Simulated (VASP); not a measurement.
# Te6Mo3H (a cell with a defect) in VASP: further runs, part 2 of 3

VASP 6.6.1. Earlier steps stand in the parts before.

### Step 3. Single point, PBEsol+D3(BJ)

Input file INCAR:

```
ALGO = Normal ; EDIFF = 1E-6
ENCUT = 400 ; GGA = PS
GGA_COMPAT = False ; ISIF = 2
ISMEAR = 0 ; IVDW = 12
LASPH = True ; LCHARG = False
LREAL = False ; LWAVE = False
NBANDS = 50 ; NELM = 120
PREC = Accurate ; SIGMA = 0.05
```

Input file KPOINTS:

```
k-points
0
Gamma
  9 9 2
```

Input file POSCAR:

```
Te6Mo3H
1.0
    3.4334342720      0.0000000000      0.0000000000
   -1.7167171360      2.9734413017      0.0000000000
    0.0000000000      0.0000000000     20.7704294686
Te Mo H
6 3 1
Direct
    0.0000000000      0.0000000000      0.9125759363
    0.3333333333      0.6666666667      0.5917818730
    0.3333333333      0.6666666667      0.2333053354
    0.3333333333      0.6666666667      0.7666946646
    0.3333333333      0.6666666667      0.4082181270
    0.0000000000      0.0000000000      0.0874240637
    0.0000000000      0.0000000000      0.6791511892
    0.0000000000      0.0000000000      0.3208488108
    0.3333333333      0.6666666667      0.0000000000
   -0.3023098300     -0.0261549150      0.7523436347
```

Potentials or basis: VASP PAW PBE potentials, release 64 (Te, Mo_sv, H).

Launch:

```bash
$ cat potpaw_PBE.64/Te/POTCAR potpaw_PBE.64/Mo_sv/POTCAR potpaw_PBE.64/H/POTCAR > POTCAR
$ mpirun -np 1 vasp_std > vasp.out
```

OUTCAR:

```text
EDIFF = 1E-6
   ENCUT = 400
   GGA = PS
   ISIF = 2
   ISMEAR = 0
   IVDW = 12
   LASPH = True
   LREAL = False
   NELM = 120
   PREC = Accurate
 IVDW          = 12

 ion  position               nearest neighbor table
   1  0.000  0.000  0.913-   9 2.69   9 2.69   9 2.69   4 3.62   4 3.62   4 3.62   6 3.63
   2  0.333  0.667  0.592-   7 2.69   7 2.69   7 2.69   4 3.63
   3  0.333  0.667  0.233-   8 2.69   8 2.69   8 2.69   6 3.62   6 3.62   6 3.62   5 3.63
   4  0.333  0.667  0.767-  10 1.20   7 2.69   7 2.69   7 2.69   1 3.62   1 3.62   1 3.62   2 3.63

   5  0.333  0.667  0.408-   8 2.69   8 2.69   8 2.69   3 3.63
   6  0.000  0.000  0.087-   9 2.69   9 2.69   9 2.69   3 3.62   3 3.62   3 3.62   1 3.63
   7  0.000  0.000  0.679-  10 1.82   2 2.69   2 2.69   2 2.69   4 2.69   4 2.69   4 2.69
   8  0.000  0.000  0.321-   5 2.69   5 2.69   5 2.69   3 2.69   3 2.69   3 2.69
   9  0.333  0.667  0.000-   1 2.69   6 2.69   1 2.69   6 2.69   1 2.69   6 2.69
  10  0.698  0.974  0.752-   4 1.20   7 1.82

  LATTYP: Found a hexagonal cell.
 ALAT       =     3.4334342720
 C/A-ratio  =     6.0494617992

  Lattice vectors:

 A1 = (   3.4334342720,   0.0000000000,   0.0000000000)
 A2 = (  -1.7167171360,   2.9734413017,   0.0000000000)
 A3 = (   0.0000000000,   0.0000000000,  20.7704294686)

Analysis of symmetry for initial positions (statically):
=====================================================================
 Subroutine PRICEL returns:
 Original cell was already a primitive cell.

 Routine SETGRP: Setting up the symmetry group for a
 hexagonal supercell.

 Subroutine GETGRP returns: Found  1 space group operations
 (whereof  1 operations were pure point group operations)
 out of a pool of 24 trial point group operations.

The static configuration has the point symmetry C_1 .

Analysis of symmetry for dynamics (positions and initial velocities):
=====================================================================
 Subroutine PRICEL returns:
 Original cell was already a primitive cell.

 Routine SETGRP: Setting up the symmetry group for a
 hexagonal supercell.

 Subroutine GETGRP returns: Found  1 space group operations
 (whereof  1 operations were pure point group operations)
 out of a pool of 24 trial point group operations.

The dynamic configuration has the point symmetry C_1 .

 Subroutine INISYM returns: Found  1 space group operations
 (whereof  1 operations are pure point group operations),
 and found     1 'primitive' translations

----------------------------------------------------------------------------------------

                                     Primitive cell

  volume of cell :     212.0477

  direct lattice vectors                    reciprocal lattice vectors
     3.433434272  0.000000000  0.000000000     0.291253573  0.168155329  0.000000000
    -1.716717136  2.973441302  0.000000000     0.000000000  0.336310658  0.000000000
     0.000000000  0.000000000 20.770429469     0.000000000  0.000000000  0.048145369

  length of vectors
     3.433434272  3.433434272 20.770429469     0.336310658  0.336310658  0.048145369
[... 58 lines left out ...]
  0.222222  0.000000  0.000000      2.000000
  0.000000  0.222222  0.000000      2.000000
[... 16 lines left out ...]
  0.333333  0.111111  0.000000      2.000000
 -0.111111  0.444444  0.000000      2.000000
 [... further k-points ...]
   k-points           NKPTS =     82   k-points in BZ     NKDIM =     82   number of bands    NBANDS=     50
   number of dos      NEDOS =    301   number of ions     NIONS =     10
   total plane-waves  NPLWV =  80640
   dimension x,y,z NGX =    24 NGY =   24 NGZ =  140
   dimension x,y,z NGXF=    48 NGYF=   48 NGZF=  280
   ions per type =               6   3   1
   NGX,Y,Z   is equivalent  to a cutoff of  11.62, 11.62, 11.21 a.u.
   NGXF,Y,Z  is equivalent  to a cutoff of  23.24, 23.24, 22.41 a.u.
 SYSTEM =  unknown system
   PREC   = accura    normal or accurate (medium, high low for compatibility)
   ISTART =      0    job   : 0-new  1-cont  2-samecut
   ICHARG =      2    charge: 1-file 2-atom 10-const
   ISPIN  =      1    spin polarized calculation?
   LNONCOLLINEAR =      F non collinear calculations
   LSORBIT =      F    spin-orbit coupling
   LASPH  =      T    aspherical Exc in radial PAW
   ENCUT  =  400.0 eV  29.40 Ry    5.42 a.u.   5.60  5.60 33.87*2*pi/ulx,y,z
   NELM   =    120;   NELMIN=  2; NELMDL= -5     # of ELM steps
   EDIFF  = 0.1E-05   stopping-criterion for ELM
   LREAL  =      F    real-space projection
   EDIFFG = 0.1E-04   stopping-criterion for IOM
   NSW    =      0    number of steps for IOM
   IBRION =     -1    ionic relax: 0-MD 1-quasi-New 2-CG
   NFREE  =      0    steps in history (QN), initial steepest desc. (CG)
   ISIF   =      2    stress and relaxation
   ISYM   =      2    0-nonsym 1-usesym 2-fastsym
   POTIM  = 0.5000    time-step for ionic-motion
   TEBEG  =    0.0;   TEEND  =   0.0 temperature during run
   PSTRESS=    0.0 pullay stress
   NELECT =      79.0000    total number of electrons
   NUPDOWN=      -1.0000    fix difference up-down
   EMIN   =  10.00;   EMAX   =-10.00  energy-range for DOS
   EFERMI =   0.00;   METHOD = LEGACY
   ISMEAR =     0;   SIGMA  =   0.05  broadening in eV -4-tet -1-fermi 0-gaus
   EFERMI_NEDOS =   21; number of points for ismear=-14 and -15
   IALGO  =     38    algorithm
   IMIX   =      4    mixing-type and parameters
     AMIX     =   0.40;   BMIX     =  1.00
     AMIX_MAG =   1.60;   BMIX_MAG =  1.00
  volume/ion in A,a.u.               =      21.20       143.10
  Fermi-wavevector in a.u.,A,eV,Ry     =   1.177984  2.226067 18.880069  1.387646
  Thomas-Fermi vector in A             =   2.314321
   LORBIT       =      0    0 simple, 1 ext, 2 COOP (PROOUT), +10 PAW based schemes
   GGA     = PS    functional components
   LHFCALC =     F    Hartree Fock is set to
   AEXX    =    0.0000 exact exchange contribution
   IVDW    =    12    specifies the selected vdW correction
   LEPSILON=     F    determine dielectric tensor
   LRPA    =     F    only Hartree local field effects (RPA)
 non-spin polarized calculation
 Gauss-broadening in eV      SIGMA  =   0.05
  energy-cutoff  :      400.00
  volume of cell :      212.05
 maximum number of plane-waves:      3908
   NGX = 11   NGY = 11   NGZ = 67

 number of electron      78.9999990 magnetization

 Free energy of the ion-electron system (eV)
  ---------------------------------------------------
  ext. energy  EPLUGINS =         0.00000000
  ---------------------------------------------------
  free energy    TOTEN  =       -55.50328698 eV

  energy without entropy =      -55.49681853  energy(sigma->0) =      -55.50005275

 E-fermi :   9.6557     XC(G=0): -10.8930

 val. band max:        9.6551558519   @ k =   0.3333   0.3333   0.0000
 cond. band min:       9.6569196103   @ k =  -0.1111   0.4444   0.0000
 fundamental gap:      0.0017637584
 Fermi energy:         9.6556781417

 k-point     1 :       0.0000    0.0000    0.0000
  band No.  band energies     occupation
      1     -51.8703      2.00000
      2     -51.6129      2.00000
      3     -51.5302      2.00000
      4     -26.2797      2.00000
      5     -25.9303      2.00000
      6     -25.9122      2.00000
[... 1261 lines left out ...]
     49      12.0318      0.00000
     50      12.2625      0.00000

 [... further k-points ...]

------------------------ aborting loop because EDIFF is reached ----------------------------------------

 Edisp (eV)   -5.04280

 E8    (eV) :    -3.4314

  FORCE on cell =-STRESS in cart. coord.  units (eV):
  Direction    XX          YY          ZZ          XY          YZ          ZX
  --------------------------------------------------------------------------------------
  -------------------------------------------------------------------------------------
  Total      12.70843    18.04231     6.55359    13.89733    -5.61721    -5.69068
  in kB      96.02158   136.32298    49.51721   105.00461   -42.44219   -42.99731
  external pressure =       93.95 kB  Pullay stress =        0.00 kB

 VOLUME and BASIS-vectors are now :
 -----------------------------------------------------------------------------
  energy-cutoff  :      400.00
  volume of cell :      212.05
      direct lattice vectors                 reciprocal lattice vectors
     3.433434272  0.000000000  0.000000000     0.291253573  0.168155329  0.000000000
    -1.716717136  2.973441302  0.000000000     0.000000000  0.336310658  0.000000000
     0.000000000  0.000000000 20.770429469     0.000000000  0.000000000  0.048145369

 POSITION                                       TOTAL-FORCE (eV/Angst)
 -----------------------------------------------------------------------------------
      0.00000      0.00000     18.95459        -0.029468     -0.012019     -0.011512
     -0.00000      1.98229     12.29156         0.046703      0.033867     -0.516842
     -0.00000      1.98229      4.84585        -0.000740     -0.000701     -0.030818
     -0.00000      1.98229     15.92458       -14.199023    -17.402364      7.302842
     -0.00000      1.98229      8.47887         0.000352      0.000458      0.073530
      0.00000      0.00000      1.81584        -0.003741     -0.001563      0.053794
      0.00000      0.00000     14.10626         0.780981      0.178022     -2.001810
      0.00000      0.00000      6.66417        -0.001055      0.000837     -0.014843
     -0.00000      1.98229      0.00000         0.002813      0.005134     -0.041027
      0.72366      2.89567     15.62650        13.403177     17.198329     -4.813314
 -----------------------------------------------------------------------------------
    total drift:                               -0.000019     -0.000003      0.000027

  FREE ENERGIE OF THE ION-ELECTRON SYSTEM (eV)
  ---------------------------------------------------
  free  energy   TOTEN  =       -60.5460882697 eV

  energy  without entropy=      -60.5396198170  energy(sigma->0) =      -60.54285404
```

Wall time 21 min (1 thread of Oxide Virtual Turin-like, shared host); peak memory 0.56 GiB.

What came out:

```yaml
Free_energy: -60.5461 eV
Pressure: 9.4 GPa
Largest_force: 23.617 eV/Å
Band_gap_on_the_k_mesh: zero (an odd number of electrons rules out a gap without spin polarisation)
Dispersion_energy_per_atom: -0.504 eV
```

Forces on the atoms (eV/Å):
```
Te   -0.029  -0.012  -0.012
Te    0.047   0.034  -0.517
Te   -0.001  -0.001  -0.031
Te  -14.199 -17.402   7.303
Te    0.000   0.000   0.074
Te   -0.004  -0.002   0.054
Mo    0.781   0.178  -2.002
Mo   -0.001   0.001  -0.015
Mo    0.003   0.005  -0.041
H    13.403  17.198  -4.813
```

Caveat: the PAW data sets were made with another functional, which shifts forces and pressure a little; spin-orbit coupling is left out, which moves the levels of the heavy elements; an odd number of electrons without spin polarisation forces a metal; a magnetic or distorted state may lie lower.

### Step 4. Single point, PBEsol+D3(BJ)

Input file INCAR:

```
ALGO = Normal
EDIFF = 1E-6
ENCUT = 400
GGA = PS
GGA_COMPAT = F
ISIF = 2
ISMEAR = 0
IVDW = 12
LASPH = T
LCHARG = F
LREAL = F
LWAVE = F
NBANDS = 50
NELM = 120
PREC = Accurate
SIGMA = 0.05
```

KPOINTS is that of step 3.

Changes to POSCAR since step 3:

```diff
@@ -17,2 +17,2 @@
     0.3333333333      0.6666666667      0.0000000000
-   -0.3023098300     -0.0261549150      0.7523436347
+    0.3643568367      0.4738450850      0.0856769680
```

Potentials or basis: VASP PAW PBE potentials, release 64 (Te, Mo_sv, H).

Launch:

```bash
$ cat potpaw_PBE.64/Te/POTCAR potpaw_PBE.64/Mo_sv/POTCAR potpaw_PBE.64/H/POTCAR > POTCAR
$ mpirun -np 1 vasp_std > vasp.out
```

OUTCAR:

```text
EDIFF = 1E-6
   ENCUT = 400
   GGA = PS
   ISIF = 2
   ISMEAR = 0
   IVDW = 12
   LASPH = T
   LREAL = F
   NELM = 120
   PREC = Accurate
 IVDW          = 12

 ion  position               nearest neighbor table
   1  0.000  0.000  0.913-   9 2.69   9 2.69   9 2.69   4 3.62   4 3.62   4 3.62   6 3.63
   2  0.333  0.667  0.592-   7 2.69   7 2.69   7 2.69   4 3.63
   3  0.333  0.667  0.233-   8 2.69   8 2.69   8 2.69   6 3.62   6 3.62   6 3.62   5 3.63
   4  0.333  0.667  0.767-   7 2.69   7 2.69   7 2.69   1 3.62   1 3.62   1 3.62   2 3.63
   5  0.333  0.667  0.408-   8 2.69   8 2.69   8 2.69   3 3.63
   6  0.000  0.000  0.087-  10 1.48  10 2.02   9 2.69   9 2.69   9 2.69   3 3.62   3 3.62   3 3.62
                             1 3.63
   7  0.000  0.000  0.679-   2 2.69   2 2.69   2 2.69   4 2.69   4 2.69   4 2.69
   8  0.000  0.000  0.321-   5 2.69   5 2.69   5 2.69   3 2.69   3 2.69   3 2.69
   9  0.333  0.667  0.000-  10 1.92   6 2.69   1 2.69   1 2.69   6 2.69   6 2.69   1 2.69
  10  0.364  0.474  0.086-   6 1.48   9 1.92   6 2.02

  LATTYP: Found a hexagonal cell.
 ALAT       =     3.4334342720
 C/A-ratio  =     6.0494617992

  Lattice vectors:

[... 208 lines left out ...]
      6     -25.9000      2.00000
[... 1261 lines left out ...]
     49      11.9884      0.00000
     50      12.3160      0.00000

 [... further k-points ...]

------------------------ aborting loop because EDIFF is reached ----------------------------------------

 Edisp (eV)   -5.04436

 E8    (eV) :    -3.4321

  FORCE on cell =-STRESS in cart. coord.  units (eV):
  Direction    XX          YY          ZZ          XY          YZ          ZX
  --------------------------------------------------------------------------------------
  -------------------------------------------------------------------------------------
  Total       3.10829    12.84861     3.12614     3.99492    -1.20069     0.52897
  in kB      23.48541    97.08073    23.62027    30.18460    -9.07210     3.99679
  external pressure =       48.06 kB  Pullay stress =        0.00 kB

 VOLUME and BASIS-vectors are now :
 -----------------------------------------------------------------------------
  energy-cutoff  :      400.00
  volume of cell :      212.05
      direct lattice vectors                 reciprocal lattice vectors
     3.433434272  0.000000000  0.000000000     0.291253573  0.168155329  0.000000000
    -1.716717136  2.973441302  0.000000000     0.000000000  0.336310658  0.000000000
     0.000000000  0.000000000 20.770429469     0.000000000  0.000000000  0.048145369

 POSITION                                       TOTAL-FORCE (eV/Angst)
 -----------------------------------------------------------------------------------
      0.00000      0.00000     18.95459        -0.034263     -0.016056     -0.461246
     -0.00000      1.98229     12.29156        -0.000133      0.001042     -0.049389
     -0.00000      1.98229      4.84585         0.006287     -0.007524     -0.032732
     -0.00000      1.98229     15.92458        -0.004831      0.003101      0.056840
     -0.00000      1.98229      8.47887         0.000248      0.001461      0.065243
      0.00000      0.00000      1.81584        -1.227707     -5.974343      1.640612
      0.00000      0.00000     14.10626         0.001105     -0.000693     -0.001688
      0.00000      0.00000      6.66417        -0.000017     -0.009457     -0.064804
     -0.00000      1.98229      0.00000        -0.227866      0.537396     -0.962298
      0.43754      1.40895      1.77955         1.487179      5.465074     -0.190539
 -----------------------------------------------------------------------------------
    total drift:                               -0.000127      0.000187     -0.000159

  FREE ENERGIE OF THE ION-ELECTRON SYSTEM (eV)
  ---------------------------------------------------
  free  energy   TOTEN  =       -64.0818910874 eV

  energy  without entropy=      -64.0747188804  energy(sigma->0) =      -64.07830498
```

OSZICAR:

```text
N       E                     dE             d eps       ncg     rms          rms(c)
DAV:   1     0.534617610066E+03    0.53462E+03   -0.35974E+04  9920   0.115E+03
DAV:   2    -0.270829961433E+02   -0.56170E+03   -0.54108E+03 10004   0.307E+02
DAV:   3    -0.602956436327E+02   -0.33213E+02   -0.32256E+02 10120   0.646E+01
[... 11 lines left out ...]
DAV:  15    -0.590375468344E+02    0.36650E-04   -0.47327E-04  9406   0.804E-02    0.223E-01
DAV:  16    -0.590375254840E+02    0.21350E-04   -0.68630E-05  9888   0.376E-02    0.166E-01
DAV:  17    -0.590375303974E+02   -0.49134E-05   -0.32244E-05  9862   0.285E-02    0.743E-02
DAV:  18    -0.590375301992E+02    0.19826E-06   -0.18445E-05  9742   0.208E-02    0.392E-02
DAV:  19    -0.590375307328E+02   -0.53369E-06   -0.65884E-06  8310   0.836E-03
   1 F= -.64081891E+02 E0= -.64078305E+02  d E =-.717221E-02
```

stdout:

```text
POSCAR found type information on POSCAR TeMoH
 POSCAR found :  3 types and      10 ions
 scaLAPACK will be used
 -----------------------------------------------------------------------------
|                                                                             |
|                                                                             |
|     You enforced a specific xc type in the INCAR file but a different       |
|     I HOPE YOU KNOW WHAT YOU ARE DOING!                                     |
|                                                                             |
 -----------------------------------------------------------------------------

 LDA part: xc-table for (Slater+PW92), standard interpolation
 POSCAR, INCAR and KPOINTS ok, starting setup
 FFT: planning ... GRIDC
 FFT: planning ... GRID_SOFT
 FFT: planning ... GRID
 WAVECAR not read
 entering main loop
```

Wall time 18 min (1 thread of Oxide Virtual Turin-like, shared host); peak memory 0.55 GiB.

What came out:

* Free energy: -64.0819 eV
* Pressure: 4.8 GPa
* Largest force: 6.316 eV/Å
* Band gap on the k mesh: zero (an odd number of electrons rules out a gap without spin polarisation)
* Dispersion energy per atom: -0.504 eV

Forces in eV/Å, atoms in the order of the input:
```
Te  -0.034 -0.016 -0.461
Te   0.000  0.001 -0.049
Te   0.006 -0.008 -0.033
Te  -0.005  0.003  0.057
Te   0.000  0.001  0.065
Te  -1.228 -5.974  1.641
Mo   0.001 -0.001 -0.002
Mo   0.000 -0.009 -0.065
Mo  -0.228  0.537 -0.962
H    1.487  5.465 -0.191
```

Stress tensor (GPa, compression positive):
```
 2.35  3.02  0.40
 3.02  9.71 -0.91
 0.40 -0.91  2.36
```

Caveat: the PAW data sets were made with another functional, which shifts forces and pressure a little; spin-orbit coupling is left out, which moves the levels of the heavy elements; an odd number of electrons without spin polarisation forces a metal; a magnetic or distorted state may lie lower.

[end of part 2 of 3]

The gap in the log of VASP goes by the Fermi energy; the results here count the filled bands.